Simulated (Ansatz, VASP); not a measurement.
## Sb3Au in VASP and in Ansatz

The input INCAR:

```
ALGO = Normal
EDIFF = 1E-8
ENCUT = 520
GGA = CA
ISIF = 2
ISMEAR = -1
LASPH = T
LCHARG = F
LEFG = T
LREAL = F
LWAVE = F
NBANDS = 21
NELM = 60
PREC = Accurate
SIGMA = 0.05
```

KPOINTS

```
k-points
0
Gamma
  10 10 10
```

File POSCAR:

```
Sb3Au
1.0
   -3.0996229802      3.0996229802      3.0996229802
    3.0996229802     -3.0996229802      3.0996229802
    3.0996229802      3.0996229802     -3.0996229802
Sb Au
3 1
Direct
    0.0000000000      0.5000000000      0.5000000000
    0.5000000000      0.0000000000      0.5000000000
    0.5000000000      0.5000000000      0.0000000000
    0.0000000000      0.0000000000      0.0000000000
```

Input for Ansatz:

```yaml
crystal:
  lattice:
    - [-3.0996229802, 3.0996229802, 3.0996229802]
    - [3.0996229802, -3.0996229802, 3.0996229802]
    - [3.0996229802, 3.0996229802, -3.0996229802]
  atoms:
    - { symbol: Sb, position: [0.0, 0.5, 0.5] }
    - { symbol: Sb, position: [0.5, 0.0, 0.5] }
    - { symbol: Sb, position: [0.5, 0.5, 0.0] }
    - { symbol: Au, position: [0.0, 0.0, 0.0] }
kpoints:
  mp_grid: { grid: [10, 10, 10] }
scf:
  occupations: { method: fermi_dirac, width: 0.05 }
hamiltonian:
  xc: lda
  pseudopotentials: { kind: paw }
output:
  forces: true
  stress: true
  eigenvalues: true
  efg: { contact_densities: true }
```

Change from the starting cell: volume scaled by 1.06, PAW files.

Alike in both runs: task electric field gradients; functional LDA; k mesh 10 × 10 × 10; occupations fermi-dirac, width 0.05 eV; no spin polarisation.

```csv
,VASP,Ansatz
version,VASP 6.6.1,Ansatz 0.2.0
potentials or method,"VASP PAW LDA potentials, release 64 (Sb, Au)","PAW with Ansatz's default frozen-core files, scalar-relativistic"
plane-wave cutoff (eV),520,420
valence electrons in the cell,26,64
```

|  | VASP | Ansatz | Ansatz less VASP |
| --- | --- | --- | --- |
| pressure (GPa) | -9.8 | -9.8 | -0.07 |
| size of Vzz on the site where it differs most (V/Å²) | 4.8 | 11.4 | +6.59 |

LDA's correlation is that of Perdew and Zunger in VASP and of Perdew and Wang (1992) in Ansatz. VASP's potentials hold 26 valence electrons a cell and Ansatz's 64, so a difference there can come from the potentials and not from the codes.

Spin-orbit coupling is off throughout.
